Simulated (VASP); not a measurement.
Here is a VASP 6.6.1 calculation.

Contents of INCAR:

```
ALGO = Normal
EDIFF = 1E-7
ENCUT = 520
GGA = PE
ISIF = 2
ISMEAR = 0
LASPH = True
LCHARG = True
LELF = True
LREAL = False
LVHAR = True
LWAVE = False
NBANDS = 14
NELM = 60
PREC = Accurate
SIGMA = 0.15
```

Contents of KPOINTS:

```
k-points
0
Gamma
  22 22 22
```

The input POSCAR:

```
HfN
1.0
    0.0000000000      2.2170491446      2.2738965586
    2.2170491446      0.0000000000      2.2738965586
    2.2170491446      2.2170491446      0.0000000000
Hf N
1 1
Direct
    0.0000000000      0.0000000000      0.0000000000
    0.5000000000      0.5000000000      0.5000000000
```

Potentials or basis: VASP PAW PBE potentials, release 64 (Hf_pv, N).

Command:

```sh
$ cat potpaw_PBE.64/Hf_pv/POTCAR potpaw_PBE.64/N/POTCAR > POTCAR
$ mpirun -np 1 vasp_std > vasp.out
```

Estimate the band gap on the k mesh.

zero (an odd number of electrons rules out a gap without spin polarisation).

What does it give for the pressure?

12.8 GPa.

Stress tensor (GPa, compression positive):
```
17.58  0.00  0.00
 0.00 17.58  0.00
 0.00  0.00  3.35
```

Caveat: the cell differs from its parent crystal (strain -0.025 along x and y, +0.000 along z); the cell stands under pressure; spin-orbit coupling is left out, which moves the levels of the heavy elements.
